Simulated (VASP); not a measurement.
KCl:

```xyz
8
Lattice="6.2837 0.0000 0.0000 0.0000 6.2837 0.0000 0.0000 0.0000 6.2837" Properties=species:S:1:pos:R:3 pbc="T T T"
K     5.4234    4.0022    2.2815
K     4.0022    2.2815    5.4234
K     2.2815    5.4234    4.0022
K     0.8603    0.8603    0.8603
Cl    0.9972    2.1447    4.1391
Cl    2.1447    4.1391    0.9972
Cl    4.1391    0.9972    2.1447
Cl    5.2865    5.2865    5.2865
```

* Program: VASP 6.6.1
* Task: relaxation of cell and atoms
* Functional: PBEsol
* Potentials or basis: VASP PAW PBE potentials, release 64 (K_sv, Cl)
* Cutoff: 600 eV
* k mesh: 4 × 4 × 4
* Occupations: fermi-dirac, width 0.03 eV
* Spin: no spin polarisation

At the start: pressure -1.8 GPa; volume 31.01 Å³/atom.

Task: How do energy, volume and symmetry change on relaxing?

Result: Over 37 steps the energy falls by 190.6 meV/atom and the volume is 30.53 Å³/atom (-1.6 %); space group P2_13 (No. 198, to 0.1 Å) before, Fm-3m (No. 225, to 0.1 Å).

Step by step:
```
step  energy change (eV)  largest force (eV/Å)  pressure (GPa)  volume (Å³)
   1              0.0000                0.2508           -1.82       248.12
   2             -0.1354                0.2237           -1.19       235.65
   3             -0.2203                0.2617            0.05       219.29
   4             -0.2211                0.2708            0.25       217.22
   5             -0.2471                0.2632            0.26       216.96
   6             -0.3178                0.2536            0.33       216.15
   7             -0.4411                0.2598            0.64       214.54
   8             -0.6654                0.2636            1.66       211.35
   9             -0.8896                0.2338            4.36       205.07
  10             -0.8993                0.2402            4.33       205.36
  11             -0.9278                0.2561            4.25       206.25
  12             -0.9810                0.2865            4.07       208.03
  13             -1.0725                0.3403            3.73       211.63
  14             -1.1891                0.4176            3.02       218.94
  15             -1.1483                0.5563            1.57       234.06
  16             -1.2127                0.4877            2.41       225.27
  17             -1.2846                0.4256            1.96       228.33
  18             -1.4311                0.2630            0.80       237.68
  19             -1.4736                0.0973           -0.81       257.13
  20             -1.4910                0.1335           -0.37       250.61
  21             -1.4913                0.1398           -0.30       249.69
  22             -1.4971                0.1305           -0.26       248.82
  23             -1.5108                0.0997           -0.11       246.23
  24             -1.5177                0.0263            0.26       241.11
  25             -1.5188                0.0480            0.15       242.50
  26             -1.5204                0.0358            0.06       243.63
  27             -1.5209                0.0233           -0.03       244.82
  28             -1.5213                0.0200           -0.02       244.62
  29             -1.5221                0.0264            0.03       244.03
  30             -1.5219                0.0402            0.13       242.85
  31             -1.5223                0.0316            0.07       243.55
  32             -1.5226                0.0309            0.06       243.78
  33             -1.5233                0.0290            0.00       244.48
  34             -1.5234                0.0249           -0.10       245.87
  35             -1.5236                0.0267           -0.06       245.32
  36             -1.5241                0.0201           -0.04       244.98
  37             -1.5246                0.0079            0.02       244.22
```

Final structure:
```xyz
8
Lattice="6.2506 0.0000 0.0000 0.0000 6.2506 0.0000 0.0000 0.0000 6.2506" Properties=species:S:1:pos:R:3 pbc="T T T"
K     4.6881    4.6879    1.5627
K     4.6879    1.5627    4.6881
K     1.5627    4.6881    4.6879
K     1.5626    1.5626    1.5626
Cl    1.5657    1.5596    4.6910
Cl    1.5596    4.6910    1.5657
Cl    4.6910    1.5657    1.5596
Cl    4.6850    4.6850    4.6850
```

Caveat: the PAW data sets were made with another functional, which shifts forces and pressure a little.
